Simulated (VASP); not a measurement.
A run of VASP 6.6.1 is set up as follows.

INCAR

```
PREC     = Accurate       # precision mode
ENCUT    = 520            # plane-wave cutoff, eV
EDIFF    = 1E-6           # SCF threshold, eV
ISMEAR   = -1             # smearing method
SIGMA    = 0.1            # smearing width, eV
LREAL    = False          # projectors in reciprocal space
LASPH    = True           # aspherical terms in the spheres
NELM     = 100            # most SCF steps
ALGO     = Normal         # electronic algorithm
ISIF     = 2              # what is computed and relaxed
LWAVE    = False          # write WAVECAR
LCHARG   = True           # write CHGCAR
GGA      = CA             # functional
LELF     = True           # ELF
LVHAR    = True         
NBANDS   = 9              # bands
```

The input KPOINTS:

```
regular mesh
0
Gamma
  9 9 5
```

POSCAR

```
Mg
1.0
    3.1325008903      0.0000000000      0.0000000000
   -1.5662504451      2.7128253484      0.0000000000
    0.0000000000      0.0000000000      5.0848940941
Mg
2
Direct
    0.3333333333      0.6666666667      0.2500000000
    0.6666666667      0.3333333333      0.7500000000
```

Potentials or basis: VASP PAW LDA potentials, release 64 (Mg).

Run with:

```console
$ cat potpaw_LDA.64/Mg/POTCAR > POTCAR
$ mpirun -np 1 vasp_std > vasp.out
```

Q: Predict the pressure.

A: -0.3 GPa.

Q: Estimate the band gap on the k mesh.

A: Zero (band 2 reaches 3.79 eV, above the bottom of band 3 at 1.52 eV).
